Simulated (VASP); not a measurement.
# Ta (Im-3m) in VASP: further runs

Ta is run at these levels: LDA; tasks: relaxation of cell and atoms, single point.

Everything below comes from runs of VASP 6.6.1. Logs are shortened: lines on timing, memory, paths and dates and some standing lists are left out, and cuts for length are marked.

### 1 The cell of the first run

Symmetry: Im-3m, No. 229, cubic system. Conventional cell: a = 3.310 Å, b = 3.310 Å, c = 3.310 Å, α = 90.00°, β = 90.00°, γ = 90.00°. Within 3.8 Å of Ta (site symmetry m-3m) lie 14 Ta at 2.87 to 3.31 Å.

### 2 Relaxation of cell and atoms, LDA

File INCAR:

```
PREC = Accurate ; ENCUT = 600
EDIFF = 1E-7 ; ISMEAR = 0
SIGMA = 0.1 ; LREAL = False
LASPH = True ; NELM = 100
ALGO = Normal ; ISIF = 3
LWAVE = False ; LCHARG = False
IBRION = 2 ; NSW = 100
EDIFFG = -0.05
```

File KPOINTS:

```
Automatic mesh
0
Gamma
  8 8 8
```

File POSCAR:

```
Ta
1.0
   -1.6549278100      1.6549278100      1.6549278100
    1.6549278100     -1.6549278100      1.6549278100
    1.6549278100      1.6549278100     -1.6549278100
Ta
1
Direct
    0.0000000000      0.0000000000      0.0000000000
```

Potentials or basis: VASP PAW LDA potentials, release 64 (Ta_pv).

Command:

```sh
$ cat potpaw_LDA.64/Ta_pv/POTCAR > POTCAR
$ mpirun -np 1 vasp_std > vasp.out
```

OUTCAR:

```text
PREC = Accurate
   ENCUT = 600
   EDIFF = 1E-7
   ISMEAR = 0
   LREAL = False
   LASPH = True
   NELM = 100
   ISIF = 3
   IBRION = 2
   NSW = 100
   EDIFFG = -0.05

 ion  position               nearest neighbor table
   1  0.000  0.000  0.000-

  LATTYP: Found a body centered cubic cell.
 ALAT       =     3.3098556200

  Lattice vectors:

 A1 = (  -1.6549278100,   1.6549278100,   1.6549278100)
 A2 = (   1.6549278100,  -1.6549278100,   1.6549278100)
 A3 = (   1.6549278100,   1.6549278100,  -1.6549278100)

Analysis of symmetry for initial positions (statically):
=====================================================================
 Subroutine PRICEL returns:
 Original cell was already a primitive cell.

 Routine SETGRP: Setting up the symmetry group for a
 body centered cubic supercell.

 Subroutine GETGRP returns: Found 48 space group operations
 (whereof 48 operations were pure point group operations)
 out of a pool of 48 trial point group operations.

The static configuration has the point symmetry O_h .

Analysis of symmetry for dynamics (positions and initial velocities):
=====================================================================
 Subroutine PRICEL returns:
 Original cell was already a primitive cell.

 Routine SETGRP: Setting up the symmetry group for a
 body centered cubic supercell.

 Subroutine GETGRP returns: Found 48 space group operations
 (whereof 48 operations were pure point group operations)
 out of a pool of 48 trial point group operations.

The dynamic configuration has the point symmetry O_h .

 Subroutine INISYM returns: Found 48 space group operations
 (whereof 48 operations are pure point group operations),
 and found     1 'primitive' translations

----------------------------------------------------------------------------------------

                                     Primitive cell

  volume of cell :      18.1300

  direct lattice vectors                    reciprocal lattice vectors
    -1.654927810  1.654927810  1.654927810     0.000000000  0.302127982  0.302127982
     1.654927810 -1.654927810  1.654927810     0.302127982  0.000000000  0.302127982
     1.654927810  1.654927810 -1.654927810     0.302127982  0.302127982  0.000000000

  length of vectors
     2.866419050  2.866419050  2.866419050     0.427273490  0.427273490  0.427273490

  position of ions in fractional coordinates (direct lattice)
     0.000000000  0.000000000  0.000000000

  ion indices of the primitive-cell ions
   primitive index   ion index
                 1           1

----------------------------------------------------------------------------------------

 KPOINTS: Automatic mesh

Automatic generation of k-mesh.
 Grid dimensions read from file:
 generate k-points for:    8    8    8

 Generating k-lattice:

  Cartesian coordinates                     Fractional coordinates (reciprocal lattice)
     0.000000000  0.037765998  0.037765998     0.125000000  0.000000000  0.000000000
     0.037765998  0.000000000  0.037765998     0.000000000  0.125000000  0.000000000
     0.037765998  0.037765998  0.000000000     0.000000000  0.000000000  0.125000000

  Length of vectors
     0.053409186  0.053409186  0.053409186

  Shift w.r.t. Gamma in fractional coordinates (k-lattice)
     0.000000000  0.000000000  0.000000000

 Subroutine IBZKPT returns following result:
 ===========================================

 Found     29 irreducible k-points:

 Following reciprocal coordinates:
            Coordinates               Weight
  0.000000  0.000000  0.000000      1.000000
  0.125000  0.000000  0.000000     12.000000
  0.250000  0.000000  0.000000     12.000000
  0.375000  0.000000  0.000000     12.000000
  0.500000  0.000000  0.000000      6.000000
  0.125000  0.125000  0.000000     24.000000
[... 16 lines left out ...]
 -0.250000  0.250000  0.250000      6.000000
 -0.375000  0.375000  0.250000     24.000000
 [... further k-points ...]
   k-points           NKPTS =     29   k-points in BZ     NKDIM =     29   number of bands    NBANDS=      9
   number of dos      NEDOS =    301   number of ions     NIONS =      1
   total plane-waves  NPLWV =  13824
   dimension x,y,z NGX =    24 NGY =   24 NGZ =   24
   dimension x,y,z NGXF=    48 NGYF=   48 NGZF=   48
   ions per type =               1
   NGX,Y,Z   is equivalent  to a cutoff of  13.92, 13.92, 13.92 a.u.
   NGXF,Y,Z  is equivalent  to a cutoff of  27.84, 27.84, 27.84 a.u.
 SYSTEM =  unknown system
   PREC   = accura    normal or accurate (medium, high low for compatibility)
   ISTART =      0    job   : 0-new  1-cont  2-samecut
   ICHARG =      2    charge: 1-file 2-atom 10-const
   ISPIN  =      1    spin polarized calculation?
   LNONCOLLINEAR =      F non collinear calculations
   LSORBIT =      F    spin-orbit coupling
   LASPH  =      T    aspherical Exc in radial PAW
   ENCUT  =  600.0 eV  44.10 Ry    6.64 a.u.   5.72  5.72  5.72*2*pi/ulx,y,z
   NELM   =    100;   NELMIN=  2; NELMDL= -5     # of ELM steps
   EDIFF  = 0.1E-06   stopping-criterion for ELM
   LREAL  =      F    real-space projection
   EDIFFG = -.5E-01   stopping-criterion for IOM
   NSW    =    100    number of steps for IOM
   IBRION =      2    ionic relax: 0-MD 1-quasi-New 2-CG
   NFREE  =      1    steps in history (QN), initial steepest desc. (CG)
   ISIF   =      3    stress and relaxation
   ISYM   =      2    0-nonsym 1-usesym 2-fastsym
   POTIM  = 0.5000    time-step for ionic-motion
   TEBEG  =    0.0;   TEEND  =   0.0 temperature during run
   PSTRESS=    0.0 pullay stress
   NELECT =      11.0000    total number of electrons
   NUPDOWN=      -1.0000    fix difference up-down
   EMIN   =  10.00;   EMAX   =-10.00  energy-range for DOS
[... 5 lines left out ...]
     AMIX     =   0.40;   BMIX     =  1.00
     AMIX_MAG =   1.60;   BMIX_MAG =  1.00
  volume/ion in A,a.u.               =      18.13       122.35
  Fermi-wavevector in a.u.,A,eV,Ry     =   1.385926  2.619020 26.133942  1.920791
  Thomas-Fermi vector in A             =   2.510290
   LORBIT       =      0    0 simple, 1 ext, 2 COOP (PROOUT), +10 PAW based schemes
   GGA     = CA    functional components
   LHFCALC =     F    Hartree Fock is set to
   AEXX    =    0.0000 exact exchange contribution
   IVDW    =     0    specifies the selected vdW correction
   LEPSILON=     F    determine dielectric tensor
   LRPA    =     F    only Hartree local field effects (RPA)
 conjugate gradient relaxation of ions
 non-spin polarized calculation
 Gauss-broadening in eV      SIGMA  =   0.10
  energy-cutoff  :      600.00
  volume of cell :       18.13
 maximum number of plane-waves:       622
   NGX = 11   NGY = 11   NGZ = 11

--------------------------------------- Ionic step        1  -------------------------------------------

 number of electron      11.0000001 magnetization

 Free energy of the ion-electron system (eV)
  ---------------------------------------------------
  ext. energy  EPLUGINS =         0.00000000
  ---------------------------------------------------
  free energy    TOTEN  =       -12.83378812 eV

  energy without entropy =      -12.82999110  energy(sigma->0) =      -12.83188961

------------------------ aborting loop because EDIFF is reached ----------------------------------------

  FORCE on cell =-STRESS in cart. coord.  units (eV):
  Direction    XX          YY          ZZ          XY          YZ          ZX
  --------------------------------------------------------------------------------------
  -------------------------------------------------------------------------------------
  Total       -1.2597299     -1.2597299     -1.2597299      0.0000000      0.0000000     -0.0000000
  in kB     -111.3245296   -111.3245296   -111.3245296      0.0000000      0.0000000     -0.0000000
  external PRESSURE =    -111.3245296 kB  Pullay stress =       0.0000000 kB

 VOLUME and BASIS-vectors are now :
 -----------------------------------------------------------------------------
  energy-cutoff  :      600.00
  volume of cell :       18.13
      direct lattice vectors                 reciprocal lattice vectors
    -1.654927810  1.654927810  1.654927810     0.000000000  0.302127982  0.302127982
     1.654927810 -1.654927810  1.654927810     0.302127982  0.000000000  0.302127982
     1.654927810  1.654927810 -1.654927810     0.302127982  0.302127982  0.000000000
[... 71 lines left out ...]
 POSITION                                       TOTAL-FORCE (eV/Angst)
 -----------------------------------------------------------------------------------
     -0.00000      0.00000      0.00000         0.000000      0.000000      0.000000
 -----------------------------------------------------------------------------------
    total drift:                               -0.000000      0.000000      0.000000

  FREE ENERGIE OF THE ION-ELECTRON SYSTEM (eV)
  ---------------------------------------------------
  free  energy   TOTEN  =       -12.8677735930 eV

  energy  without entropy=      -12.8640923529  energy(sigma->0) =      -12.86593297

--------------------------------------- Ionic step        4  -------------------------------------------

 number of electron      10.9999999 magnetization

 Free energy of the ion-electron system (eV)
  ---------------------------------------------------
  ext. energy  EPLUGINS =         0.00000000
  ---------------------------------------------------
  free energy    TOTEN  =       -12.86791025 eV

  energy without entropy =      -12.86422534  energy(sigma->0) =      -12.86606780

 E-fermi :   5.7225     XC(G=0): -13.0311

 val. band max:        5.6639888208   @ k =   0.2500   0.0000   0.0000
 cond. band min:       5.7539216447   @ k =  -0.2500   0.2500   0.1250
 fundamental gap:      0.0899328239
 Fermi energy:         5.7224776754

 k-point     1 :       0.0000    0.0000    0.0000
  band No.  band energies     occupation
      1     -26.9235      2.00000
      2     -26.9235      2.00000
      3     -26.9235      2.00000
      4      -2.2256      2.00000
      5       6.4580      0.00000
      6       6.4580      0.00000
      7       6.4580      0.00000
      8       9.8848      0.00000
      9       9.8848      0.00000

 k-point     2 :       0.1250    0.0000    0.0000
  band No.  band energies     occupation
      1     -27.1453      2.00000
      2     -26.9912      2.00000
      3     -26.9250      2.00000
      4      -1.5070      2.00000
      5       6.0126      0.00004
      6       6.2765      0.00000
      7       7.1810      0.00000
      8       9.3161      0.00000
      9       9.8978      0.00000
[... 253 lines left out ...]
 k-point    24 :      -0.3750    0.3750    0.2500
  band No.  band energies     occupation
      1     -27.9620      2.00000
      2     -27.5658      2.00000
      3     -27.4413      2.00000
      4       2.8971      2.00000
      5       3.6495      2.00000
      6       7.0688      0.00000
      7       7.8027      0.00000
      8      11.4510      0.00000
      9      11.6555      0.00000

 [... further k-points ...]

------------------------ aborting loop because EDIFF is reached ----------------------------------------

  FORCE on cell =-STRESS in cart. coord.  units (eV):
  Direction    XX          YY          ZZ          XY          YZ          ZX
  --------------------------------------------------------------------------------------
  -------------------------------------------------------------------------------------
  Total       -0.0097166     -0.0097166     -0.0097166      0.0000000     -0.0000000      0.0000000
  in kB       -0.9052007     -0.9052007     -0.9052007      0.0000000     -0.0000000      0.0000000
  external PRESSURE =      -0.9052007 kB  Pullay stress =       0.0000000 kB

 VOLUME and BASIS-vectors are now :
 -----------------------------------------------------------------------------
  energy-cutoff  :      600.00
  volume of cell :       17.20
      direct lattice vectors                 reciprocal lattice vectors
    -1.626075283  1.626075283  1.626075283     0.000000000  0.307488838  0.307488838
     1.626075283 -1.626075283  1.626075283     0.307488838  0.000000000  0.307488838
     1.626075283  1.626075283 -1.626075283     0.307488838  0.307488838  0.000000000

 POSITION                                       TOTAL-FORCE (eV/Angst)
 -----------------------------------------------------------------------------------
      3.25215      0.00000      0.00000        -0.000000     -0.000000      0.000000
 -----------------------------------------------------------------------------------
    total drift:                                0.000000      0.000000      0.000000

  FREE ENERGIE OF THE ION-ELECTRON SYSTEM (eV)
  ---------------------------------------------------
  free  energy   TOTEN  =       -12.8679102479 eV

  energy  without entropy=      -12.8642253441  energy(sigma->0) =      -12.86606780

 reached required accuracy - stopping structural energy minimisation
```

Run time: 11 s. Hardware: 1 thread of Intel Xeon Platinum 8259CL at 2.50GHz (Skylake/Cascade Lake), shared host; peak memory 0.14 GiB.

What came out:

```
Free energy                            : -12.8679 eV
Relaxed volume                         : 17.20 Å³/atom
Relaxed cell                           : a = 2.816 Å, b = 2.816 Å, c = 2.816 Å, α = 109.47°, β = 109.47°, γ = 109.47°
Space group after relaxing (to 0.05 Å) : Im-3m (No. 229)
Energy gained by relaxing              : 34.1 meV/atom
Ionic steps                            : 4
Pressure after relaxing                : -0.1 GPa
```

Step by step:
| step | energy change (eV) | largest force (eV/Å) | pressure (GPa) | volume (Å³) |
| --- | --- | --- | --- | --- |
| 1 | 0.0000 | 0.0000 | -11.13 | 18.13 |
| 2 | 0.2121 | 0.0000 | 40.03 | 15.02 |
| 3 | -0.0340 | 0.0000 | -0.77 | 17.25 |
| 4 | -0.0341 | 0.0000 | -0.09 | 17.20 |

Final structure:
```
Ta
1.0
    -1.62608    1.62608    1.62608
     1.62608   -1.62608    1.62608
     1.62608    1.62608   -1.62608
Ta
1
Direct
  0.00000 0.00000 0.00000
```

Levels at points of the mesh, in eV from the Fermi level:
```csv
k point,band 3,band 4,band 5,band 6,band 7,band 8
"(0.00, 0.00, 0.00)",-32.65,-7.95,0.74,0.74,0.74,4.16
"(0.50, 0.00, 0.00)",-32.66,-4.52,-1.66,2.03,4.07,5.14
"(0.50, 0.50, 0.50)",-33.61,-4.04,-4.04,7.24,7.24,7.24
```

Caveat: spin-orbit coupling is left out, which moves the levels of the heavy elements.

### 3 Single point, LDA

This run uses another cell than the first one, of 17.21 Å³/atom, 0.949 times its volume.

File INCAR:

```
  ALGO = Normal
  EDIFF = 1E-6
  ENCUT = 520
  ISIF = 2
  ISMEAR = 0
  LASPH = T
  LCHARG = F
  LREAL = F
  LWAVE = F
  NBANDS = 12
  NELM = 100
  PREC = Accurate
  SIGMA = 0.1
```

File KPOINTS:

```
k-points
0
Gamma
  16 16 16
```

File POSCAR:

```
Ta
1.0
   -1.6263540842      1.6263540842      1.6263540842
    1.6263540842     -1.6263540842      1.6263540842
    1.6263540842      1.6263540842     -1.6263540842
Ta
1
Direct
    0.0000000000      0.0000000000      0.0000000000
```

Potentials or basis: VASP PAW LDA potentials, release 64 (Ta_pv).

Command:

```sh
$ cat potpaw_LDA.64/Ta_pv/POTCAR > POTCAR
$ mpirun -np 1 vasp_std > vasp.out
```

Run time: 17 s. Hardware: 1 thread of Intel Xeon Platinum 8259CL at 2.50GHz (Skylake/Cascade Lake), shared host; peak memory 0.15 GiB.

The run converged. Its results:

| Property | Result |
| --- | --- |
| Free energy | -12.8272 eV |
| Pressure | 0.8 GPa |

Levels at points of the mesh, in eV from the Fermi level:
```tsv
k point	band 1	band 2	band 3	band 4	band 5	band 6	band 7	band 8	band 9	band 10
(0.00, 0.00, 0.00)	-32.71	-32.71	-32.71	-8.00	0.68	0.68	0.68	4.10	4.10	13.85
(0.50, 0.00, 0.00)	-34.10	-33.15	-32.72	-4.57	-1.72	1.97	4.01	5.08	8.22	12.25
(0.50, 0.50, 0.50)	-33.67	-33.67	-33.67	-4.09	-4.09	7.18	7.18	7.18	9.19	9.19
```

Caveat: spin-orbit coupling is left out, which moves the levels of the heavy elements.

(Part 1 of 2 ends here.)
